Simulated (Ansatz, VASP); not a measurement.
Cr in VASP and in Ansatz

INCAR

```
SYSTEM = Cr
ALGO = Normal
EDIFF = 1E-7
ENCUT = 520
GGA = PS
ISIF = 2
ISMEAR = 0
LASPH = .True.
LCHARG = .False.
LREAL = .False.
LWAVE = .False.
NBANDS = 12
NELM = 60
PREC = Accurate
SIGMA = 0.15
```

KPOINTS

```
k-points
0
Gamma
  22 22 22
  0 0 0
```

The input POSCAR:

```
Cr
1.0
    0.0000000000      1.8492000000      1.8400000000
    1.8492000000      0.0000000000      1.8400000000
    1.8492000000      1.8492000000      0.0000000000
Cr
1
Direct
    0.0000000000      0.0000000000      0.0000000000
```

Input for Ansatz:

```yaml
crystal:
  lattice:
    - [0.0, 1.8492, 1.84]
    - [1.8492, 0.0, 1.84]
    - [1.8492, 1.8492, 0.0]
  atoms:
    - { symbol: Cr, position: [0.0, 0.0, 0.0] }
basis:
  ecutwfc: 420
kpoints:
  mp_grid: { grid: [22, 22, 22] }
hamiltonian:
  xc: pbesol
scf:
  occupations: { method: gaussian, width: 0.15 }
output:
  forces: true
  stress: true
  eigenvalues: true
```

Change from the starting cell: strain +0.0050 x Voigt [1, 1, 0, 0, 0, 0], atoms carried along.

Alike in both runs: task single point; functional PBEsol; k mesh 22 × 22 × 22; occupations gaussian, width 0.15 eV; no spin polarisation.

|  | VASP | Ansatz |
| --- | --- | --- |
| version | VASP 6.6.1 | Ansatz 0.2.0 |
| potentials or method | VASP PAW PBE potentials, release 64 (Cr_pv), cutoff 520 eV | scalar-relativistic, plane waves, PAW |
| valence electrons in the cell | 12 | 14 |

Ansatz gave:

- gap on the k mesh at the Fermi level (eV): none
- pressure (GPa): -20.0
- traceless stress, the component that is largest in VASP (GPa): -0.96

Q: What did VASP give for the same quantities?

A: gap on the k mesh at the Fermi level (eV): none; pressure (GPa): -20.3; traceless stress, the component that is largest in VASP (GPa): -0.95.

VASP's potentials were made for PBE, not for PBEsol. A gap of «none» marks a metal or a gap that the smearing closes. With one functional, cell and mesh, what is left measures potentials, basis and numerics. VASP's potentials hold 12 valence electrons a cell and Ansatz's 14, so a difference there can come from the potentials and not from the codes.
